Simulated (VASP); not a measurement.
# BeS4: single point with PBE

Crystal: BeS4.

```
Be S
1.0
    -2.75525    2.75525    2.75525
     2.75525   -2.75525    2.75525
     2.75525    2.75525   -2.75525
Be S
1 4
Direct
  0.00000 0.00000 0.00000
  0.00000 0.00000 0.50000
  0.00000 0.50000 0.00000
  0.50000 0.00000 0.00000
  0.50000 0.50000 0.50000
```

| Property | Result |
| --- | --- |
| Program | VASP 6.6.1 |
| Task | single point |
| Functional | PBE |
| Potentials or basis | VASP PAW PBE potentials, release 64 (Be, S) |
| Cutoff | 520 eV |
| k mesh | 4 × 4 × 4 |
| Occupations | gaussian, width 0.1 eV |
| Spin | no spin polarisation |
| Dipole correction | no |
| Further INCAR settings | ALGO = Normal; EDIFF = 1e-07; NBANDS = 21 |

| Property | Result |
| --- | --- |
| Pressure | -0.4 GPa |
| Band gap on the k mesh | zero (band 13 reaches 7.36 eV, above the bottom of band 14 at 3.88 eV) |

Levels at points of the mesh, in eV from the Fermi level:
```tsv
k point	band 8	band 9	band 10	band 11	band 12	band 13	band 14	band 15	band 16	band 17
(0.00, 0.00, 0.00)	-5.03	-5.03	-5.03	-0.56	0.20	0.20	0.20	2.15	2.75	2.75
(0.50, 0.00, 0.00)	-3.86	-3.18	-2.98	-2.69	-2.32	-1.67	-1.31	1.29	1.42	3.12
(0.50, 0.50, 0.50)	-3.92	-3.92	-3.92	1.26	1.26	1.26	1.77	1.77	1.77	2.50
```

Run time: 23 s on 1 thread of Intel Xeon 8259CL, on a shared host, peak memory 0.19 GiB.

Caveat: the k points lie up to 0.40 Å⁻¹ apart.
